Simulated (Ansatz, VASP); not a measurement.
**Ir in VASP and in Ansatz**

INCAR

```
ALGO = Fast
EDIFF = 1E-6
ENCUT = 520
GGA = PE
ISIF = 2
ISMEAR = 0
LASPH = T
LCHARG = T
LELF = T
LREAL = F
LVHAR = T
LWAVE = F
NBANDS = 10
NELM = 80
PREC = Accurate
SIGMA = 0.15
```

KPOINTS

```
k-points
0
Gamma
  22 22 22
```

POSCAR

```
Ir
1.0
    0.0143977500      1.9197000000      1.9197000000
    1.9197000000      0.0143977500      1.9197000000
    1.9340977500      1.9340977500      0.0000000000
Ir
1
Direct
    0.0000000000      0.0000000000      0.0000000000
```

Input for Ansatz:

```yaml
crystal:
  lattice:
    - [0.01439775, 1.9197, 1.9197]
    - [1.9197, 0.01439775, 1.9197]
    - [1.93409775, 1.93409775, 0.0]
  atoms:
    - { symbol: Ir, position: [0.0, 0.0, 0.0] }
basis:
  ecutwfc: 420
kpoints:
  mp_grid: { grid: [22, 22, 22] }
hamiltonian:
  xc: pbe
scf:
  occupations: { method: gaussian, width: 0.15 }
output:
  forces: true
  stress: true
  eigenvalues: true
```

Change from the starting cell: strain +0.0150 x Voigt [0, 0, 0, 0, 0, 1], atoms carried along.

Alike in both runs: task single point; functional PBE; k mesh 22 × 22 × 22; occupations gaussian, width 0.15 eV; no spin polarisation.

```csv
,VASP,Ansatz
version,VASP 6.6.1,Ansatz 0.2.0
potentials or method,"VASP PAW PBE potentials, release 64 (Ir), cutoff 520 eV","scalar-relativistic, plane waves, PAW"
valence electrons in the cell,9,17
```

```tsv
	VASP	Ansatz	Ansatz less VASP
gap on the k mesh at the Fermi level (eV)	none	none	-
pressure (GPa)	9.7	9.2	-0.50
traceless stress, the component that is largest in VASP (GPa)	-4.20	-4.21	-0.008
```

A gap of «none» marks a metal or a gap that the smearing closes. With one functional, cell and mesh, what is left measures potentials, basis and numerics. VASP's potentials hold 9 valence electrons a cell and Ansatz's 17, so a difference there can come from the potentials and not from the codes.

Spin-orbit coupling is off throughout.
